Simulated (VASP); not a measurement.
The system is Mg.

```xyz
2
Lattice="3.2093 0.0000 0.0000 -1.6046 2.7793 0.0000 0.0000 0.0000 5.2103" Properties=species:S:1:pos:R:3 pbc="T T T"
Mg    1.6047    0.9264    3.9077
Mg    0.0000    1.8529    1.3026
```

| Property | Result |
| --- | --- |
| Program | VASP 6.6.1 |
| Task | relaxation of cell and atoms |
| Functional | r2SCAN |
| Potentials or basis | VASP PAW PBE potentials, release 64 (Mg) |
| Cutoff | 600 eV |
| k mesh | 10 × 10 × 5 |
| Occupations | fermi-dirac, width 0.05 eV |
| Spin | no spin polarisation |

At the start: pressure -1.3 GPa; volume 23.24 Å³/atom.

How do energy, volume and symmetry change on relaxing?

Over 8 steps the energy falls by 4.7 meV/atom and the volume is 22.46 Å³/atom (-3.4 %); space group P6_3/mmc (No. 194, to 0.1 Å) before and after.

The path:
| step | energy change (eV) | largest force (eV/Å) | pressure (GPa) | volume (Å³) |
| --- | --- | --- | --- | --- |
| 1 | 0.0000 | 0.0000 | -1.31 | 46.47 |
| 2 | -0.0073 | 0.0000 | -0.28 | 45.21 |
| 3 | -0.0078 | 0.0000 | 0.06 | 44.83 |
| 4 | -0.0078 | 0.0000 | 0.10 | 44.80 |
| 5 | -0.0083 | 0.0000 | 0.09 | 44.83 |
| 6 | -0.0094 | 0.0000 | 0.06 | 44.91 |
| 7 | -0.0094 | 0.0000 | 0.06 | 44.91 |
| 8 | -0.0094 | 0.0000 | 0.06 | 44.91 |

Final structure:
```cif
data_structure
_symmetry_space_group_name_H-M 'P 1'
_symmetry_Int_Tables_number 1
_cell_length_a 3.1441
_cell_length_b 3.1441
_cell_length_c 5.2459
_cell_angle_alpha 90.000
_cell_angle_beta 90.000
_cell_angle_gamma 120.000
_cell_volume 44.91
loop_
_atom_site_label
_atom_site_type_symbol
_atom_site_fract_x
_atom_site_fract_y
_atom_site_fract_z
_atom_site_occupancy
Mg1 Mg 0.66667 0.33333 0.75000 1
Mg2 Mg 0.33333 0.66667 0.25000 1
```

Caveat: the PAW data sets were made with another functional, which shifts forces and pressure a little.
